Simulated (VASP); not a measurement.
Set up this calculation in VASP 6.6.1, as the native input.

```yaml
Task: single point
Functional: PBE
Potentials_or_basis: VASP PAW PBE potentials, release 64 (Ga_d, O)
Cutoff: 520 eV
k_mesh: 1 × 1 × 1, shifted
Occupations: fermi-dirac, width 0.01 eV
Spin: no spin polarisation
Dipole_correction: no
Further_INCAR_settings: LREAL = Auto; ALGO = Normal; EDIFF = 1e-06; NBANDS = 156
```

The structure of Ga12O19 (a cell with a defect) lies in POSCAR:

```
Ga12O19
1.0
    0.0000000000      9.2496621800      0.0000000000
   -1.3977182400      0.0000000000      5.7085775500
    6.2279771500     -1.5416103600      0.0067278600
Ga O
12 19
Direct
    0.1186192327      0.6649138777      0.6851457788
    0.2191931717      0.3196714431      0.3019944617
    0.3005689356      0.1925744343      0.8042538819
    0.0272968269      0.8006356503      0.1864338972
    0.4457541163      0.6786409688      0.6805137139
    0.5467773534      0.3150002985      0.3026768752
    0.6338994525      0.1969002743      0.8125190544
    0.3617200212      0.7942754502      0.1749436869
    0.7691404180      0.6640343208      0.6817300032
    0.8826255279      0.3193799396      0.3052749105
    0.9718638581      0.2215435772      0.8165016307
    0.6959122908      0.8004602853      0.1807983417
    0.1666701540      0.7353519970      0.0096759987
    0.1669626078      0.2590514187      0.9787490779
    0.2737637562      0.4265991463      0.6428033231
    0.0583010436      0.5649381969      0.3453537755
    0.0502100868      0.1222760909      0.2823264248
    0.2773553471      0.8773101482      0.6675203354
    0.5005086612      0.7407855228      0.0048151167
    0.4939781385      0.2533362223      0.9789931003
    0.6033782245      0.4285883233      0.6455721690
    0.3907621223      0.5618675203      0.3409237752
    0.3852368013      0.1089798817      0.3198481819
    0.6089560631      0.8833671324      0.6659204512
    0.8321907453      0.7402188330      0.0079353799
    0.8282453691      0.2623011437      0.9781089343
    0.9371791522      0.4428393109      0.6439568556
    0.7221397945      0.5688014566      0.3448012283
    0.7131023707      0.1189059516      0.3081446786
    0.9467711864      0.8716384469      0.7233102896
    0.9678590614      0.9831536784      0.5386532012
```

These files were run (other wordings do the same):

INCAR

```
SYSTEM = Ga12O19
  PREC = Accurate
  ENCUT = 520
  EDIFF = 1E-6
  ISMEAR = -1
  SIGMA = 0.01
  LREAL = Auto
  LASPH = .TRUE.
  NELM = 60
  ALGO = Normal
  ISIF = 2
  LWAVE = .FALSE.
  LCHARG = .TRUE.
  GGA = PE
  LELF = .TRUE.
  LVHAR = .TRUE.
  NBANDS = 156
```

KPOINTS

```
Automatic mesh
0
Gamma
  1 1 1
  0.25 0.25 0.25
```

Potentials or basis: VASP PAW PBE potentials, release 64 (Ga_d, O).

Launch:

```bash
$ cat potpaw_PBE.64/Ga_d/POTCAR potpaw_PBE.64/O/POTCAR > POTCAR
$ mpirun -np 1 vasp_std > vasp.out
```

It gave:

- Pressure: 4.9 GPa
- Largest force: 0.211 eV/Å
- Band gap on the k mesh: 3.70 eV

Caveat: the k points lie up to 1.10 Å⁻¹ apart.

Wall time 97 s on 1 thread of Intel(R) Xeon(R) 6975P-C (Granite Rapids) (shared host), peak memory 0.37 GiB.
